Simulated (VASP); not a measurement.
A run of VASP 6.6.1:

INCAR

```
SYSTEM = Be24N
PREC = Accurate
ENCUT = 520
EDIFF = 1E-6
ISMEAR = 0
SIGMA = 0.1
LREAL = Auto
LASPH = .TRUE.
NELM = 60
ALGO = Normal
ISIF = 2
LWAVE = .FALSE.
LCHARG = .FALSE.
LDIPOL = .TRUE.
IDIPOL = 3
DIPOL = 0.5 0.5 0.320
GGA = CA
NBANDS = 44
```

File KPOINTS:

```
Automatic mesh
0
G
  6 4 1
  0 0 0
```

Contents of POSCAR:

```
Be24N
1.0
    4.4524297775      0.0000000000      0.0000000000
    0.0000000000      7.0331519566      0.0000000000
    0.0000000000      0.0000000000     19.7998741761
Be N
24 1
Direct
    0.0000000000      0.3750000000      0.2020214858
    0.0000000000      0.8750000000      0.2020214858
    0.5000000000      0.3750000000      0.2020214858
    0.5000000000      0.8750000000      0.2020214858
    0.2500000000      0.1250000000      0.2344789084
    0.2500000000      0.6250000000      0.2344789084
    0.7500000000      0.1250000000      0.2344789084
    0.7500000000      0.6250000000      0.2344789084
    0.2500000000      0.3750000000      0.2993937535
    0.2500000000      0.8750000000      0.2993937535
    0.7500000000      0.3750000000      0.2993937535
    0.7500000000      0.8750000000      0.2993937535
    0.0000000000      0.1250000000      0.3261495638
    0.0000000000      0.6250000000      0.3261495638
    0.5000000000      0.1250000000      0.3261495638
    0.5000000000      0.6250000000      0.3261495638
    0.0000000000      0.3750000000      0.3969669031
    0.0000000000      0.8750000000      0.3969669031
    0.5000000000      0.3750000000      0.3969669031
    0.5000000000      0.8750000000      0.3969669031
    0.2500000000      0.1250000000      0.4191882283
    0.2500000000      0.6250000000      0.4191882283
    0.7500000000      0.1250000000      0.4191882283
    0.7500000000      0.6250000000      0.4191882283
    0.3333333333      0.1250000000      0.4898561185
```

Potentials or basis: VASP PAW LDA potentials, release 64 (Be, N).

Run with:

```sh
$ cat potpaw_LDA.64/Be/POTCAR potpaw_LDA.64/N/POTCAR > POTCAR
$ mpirun -np 1 vasp_std > vasp.out
```

Hardware: 1 thread of Intel Xeon 8259CL, on a shared host.

Estimate the wall time of this run.

It took 20 min on 1 thread of Intel Xeon 8259CL, on a shared host, peak memory 0.58 GiB. Counts: scf iterations 26, k points 12.
